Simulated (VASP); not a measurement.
A run of VASP 6.6.1 is set up as follows.

INCAR

```
ALGO = Normal ; EDIFF = 1E-6
ENCUT = 500 ; GGA = PE
GGA_COMPAT = False ; ISIF = 2
ISMEAR = 0 ; LASPH = True
LCHARG = False ; LREAL = False
LWAVE = False ; NBANDS = 21
NELM = 120 ; PREC = Accurate
SIGMA = 0.1
```

KPOINTS

```
k-points
0
Gamma
  12 12 12
```

POSCAR

```
Ge
1.0
    0.0000000000      2.8807770176      2.8807770176
    2.8807770176      0.0000000000      2.8807770176
    2.8807770176      2.8807770176      0.0000000000
Ge
2
Direct
    0.0000000000      0.0000000000      0.0000000000
    0.2500000000      0.2500000000      0.2500000000
```

Potentials or basis: VASP PAW PBE potentials, release 64 (Ge_d).

Run with:

```bash
$ cat potpaw_PBE.64/Ge_d/POTCAR > POTCAR
$ mpirun -np 1 vasp_std > vasp.out
```

Problem. Estimate the band gap on the k mesh.

Solution. Zero (filled and empty bands touch).

Problem. Estimate the pressure.

Solution. -0.1 GPa.
